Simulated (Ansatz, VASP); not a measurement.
## One calculation of HfZrTe4, two programs

The input INCAR:

```
PREC = Accurate ; ENCUT = 520
EDIFF = 1E-6 ; ISMEAR = 0
SIGMA = 0.1 ; LREAL = False
LASPH = True ; NELM = 150
ALGO = Normal ; ISIF = 2
LWAVE = False ; LCHARG = False
ISPIN = 2 ; MAGMOM = 1 0 0 0 0 0
LORBIT = 11 ; LMAXMIX = 4
GGA = PE ; NBANDS = 36
```

File KPOINTS:

```
Automatic mesh
0
Gamma
  6 6 2
```

File POSCAR:

```
HfZrTe4
1.0
    3.9725303000      0.0000000000      0.0000000000
   -1.9862652000      3.4403122000      0.0000000000
    0.0000000000      0.0000000000     14.2522910000
Zr Hf Te
1 1 4
Direct
    0.0000000000      0.0000000000      0.0000000000
    0.0000000000      0.0000000000      0.5000000000
    0.3333333000      0.6666667000      0.1263790000
    0.3333333000      0.6666667000      0.6244570000
    0.6666667000      0.3333333000      0.3755430000
    0.6666667000      0.3333333000      0.8736210000
```

Input for Ansatz:

```yaml
crystal:
  lattice:
    - [3.9725303, 0.0, 0.0]
    - [-1.9862652, 3.4403122, 0.0]
    - [0.0, 0.0, 14.252291]
  atoms:
    - { symbol: Zr, position: [0.0, 0.0, 0.0], spin: 1.0 }
    - { symbol: Hf, position: [0.0, 0.0, 0.5] }
    - { symbol: Te, position: [0.3333333, 0.6666667, 0.126379] }
    - { symbol: Te, position: [0.3333333, 0.6666667, 0.624457] }
    - { symbol: Te, position: [0.6666667, 0.3333333, 0.375543] }
    - { symbol: Te, position: [0.6666667, 0.3333333, 0.873621] }
basis:
  ecutwfc: 420
kpoints:
  mp_grid: { grid: [6, 6, 2] }
hamiltonian:
  xc: pbe
scf:
  occupations: { method: gaussian, width: 0.1 }
  lower_state_search: "off"
output:
  forces: true
  stress: true
  eigenvalues: true
  populations: true
magnetization:
  spin_polarized: true
```

Alike in both runs: task single point; functional PBE; k mesh 6 × 6 × 2; occupations gaussian, width 0.1 eV; collinear spin.

|  | VASP | Ansatz |
| --- | --- | --- |
| version | VASP 6.6.1 | Ansatz 0.2.0 |
| potentials or method | VASP PAW PBE potentials, release 64 (Zr_sv, Hf_pv, Te), cutoff 520 eV | scalar-relativistic, plane waves, PAW |
| valence electrons in the cell | 46 | 102 |

VASP gave:

* gap on the k mesh at the Fermi level (eV): none
* pressure (GPa): -0.1
* traceless stress, the component that is largest in VASP (GPa): 0.14
* rms of the force components (eV/Å): 0.004
* net moment per atom (μB): 0.00

Task: Estimate Ansatz's values.

Result: gap on the k mesh at the Fermi level (eV): none; pressure (GPa): 0.0; traceless stress, the component that is largest in VASP (GPa): 0.12; rms of the force components (eV/Å): 0.006; net moment per atom (μB): 0.00.

Atom by atom the forces differ by 0.009 eV/Å (rms over components). A gap of «none» marks a metal or a gap that the smearing closes. VASP's potentials hold 46 valence electrons a cell and Ansatz's 102, so a difference there can come from the potentials and not from the codes. Ansatz's warnings: seeded moment not kept.

Neither program's run includes spin-orbit coupling.
